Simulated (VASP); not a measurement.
Write the native input for VASP 6.6.1 that does the following.

```
Task                   : electric field gradients
Functional             : LDA
Potentials or basis    : VASP PAW LDA potentials, release 64 (Ta_sv_GW, N)
Cutoff                 : 520 eV
k mesh                 : 12 × 12 × 10
Occupations            : fermi-dirac, width 0.02 eV
Spin                   : no spin polarisation
Dipole correction      : no
Further INCAR settings : ALGO = Normal; EDIFF = 1e-08; NBANDS = 16
```

The structure of TaN lies in POSCAR:

```
TaN
1.0
    2.9379988584      0.0000000000      0.0000000000
   -1.4689994292      2.5443816477      0.0000000000
    0.0000000000      0.0000000000      2.8830000000
Ta N
1 1
Direct
    0.3333333333      0.6666666667      0.5000000000
    0.0000000000      0.0000000000      0.0000000000
```

One way to write it, as run:

INCAR

```
ALGO = Normal
EDIFF = 1E-8
ENCUT = 520
GGA_COMPAT = F
ISIF = 2
ISMEAR = -1
LASPH = T
LCHARG = F
LEFG = T
LREAL = F
LWAVE = F
NBANDS = 16
NELM = 120
PREC = Accurate
SIGMA = 0.02
```

KPOINTS

```
k-points
0
Gamma
  12 12 10
```

Potentials or basis: VASP PAW LDA potentials, release 64 (Ta_sv_GW, N).

Command:

```sh
$ cat potpaw_LDA.64/Ta_sv_GW/POTCAR potpaw_LDA.64/N/POTCAR > POTCAR
$ mpirun -np 1 vasp_std > vasp.out
```

Results of the run:

The pressure is -10.8 GPa, the band gap on the k mesh is zero (bands 9 and 10 overlap by 0.49 eV) and the largest electric field gradient by atom is Ta +34.5; N -0.1 V/Å².

Caveat: the cell stands under tension; without QUAD_EFG the Cq values of the log hold for a quadrupole moment of 1 mb, not for the nuclei; spin-orbit coupling is left out, which moves the levels of the heavy elements.

Run time: 31 s on 1 thread of Intel(R) Xeon(R) Platinum 8375C CPU @ 2.90GHz (Ice Lake), on a shared host, peak memory 0.16 GiB.
